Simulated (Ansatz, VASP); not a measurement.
## Ag: VASP beside Ansatz

```
CELL_PARAMETERS angstrom
-1.69705 1.69705 1.73844
1.69705 -1.69705 1.73844
1.69705 1.69705 -1.73844
ATOMIC_POSITIONS crystal
Ag 0.00000 0.00000 0.00000
```

Change from the starting cell: strain +0.025 along x and y, +0.050 along z, atoms carried along.

Alike in both runs: task single point; functional r2SCAN; k mesh 20 × 20 × 20; occupations gaussian, width 0.15 eV; no spin polarisation.

|  | VASP | Ansatz |
| --- | --- | --- |
| version | VASP 6.6.1 | Ansatz 0.2.0 |
| potentials or method | VASP PAW PBE potentials, release 64 (Ag), cutoff 520 eV | scalar-relativistic, plane waves, PAW |
| valence electrons in the cell | 11 | 19 |

```csv
,VASP,Ansatz,Ansatz less VASP
gap on the k mesh at the Fermi level (eV),none,none,-
pressure (GPa),-9.4,-9.4,0.00
"traceless stress, the component that is largest in VASP (GPa)",0.16,0.16,-0.001
```

VASP's potentials were made for PBE, not for r2SCAN. A gap of «none» marks a metal or a gap that the smearing closes. VASP's potentials hold 11 valence electrons a cell and Ansatz's 19, so a difference there can come from the potentials and not from the codes.
